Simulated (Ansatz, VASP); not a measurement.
# One calculation of AlN, two programs

```
Al N
1.0
     0.00000    2.03513    2.03513
     2.03513    0.00000    2.03513
     2.03513    2.03513    0.00000
Al N
1 1
Direct
  0.00000 0.00000 0.00000
  0.50000 0.50000 0.50000
```

Alike in both runs: functional PBE; k mesh 8 × 8 × 8; occupations gaussian, width 0.1 eV; no spin polarisation.

Ansatz relaxed the structure, and its values are those at the end. VASP's run is a single point on that final structure, the one shown.

|  | VASP | Ansatz |
| --- | --- | --- |
| version | VASP 6.6.1 | Ansatz 0.2.0 |
| potentials or method | VASP PAW PBE potentials, release 64 (Al, N), cutoff 600 eV | scalar-relativistic, plane waves, PAW |
| valence electrons in the cell | 8 | 8 |

|  | VASP | Ansatz | Ansatz less VASP |
| --- | --- | --- | --- |
| gap on the k mesh at the Fermi level (eV) | 4.41 | 4.44 | +0.022 |
| least direct gap on the mesh (eV) | 5.39 | 5.38 | -0.011 |
| pressure (GPa) | -0.4 | 0.1 | +0.43 |
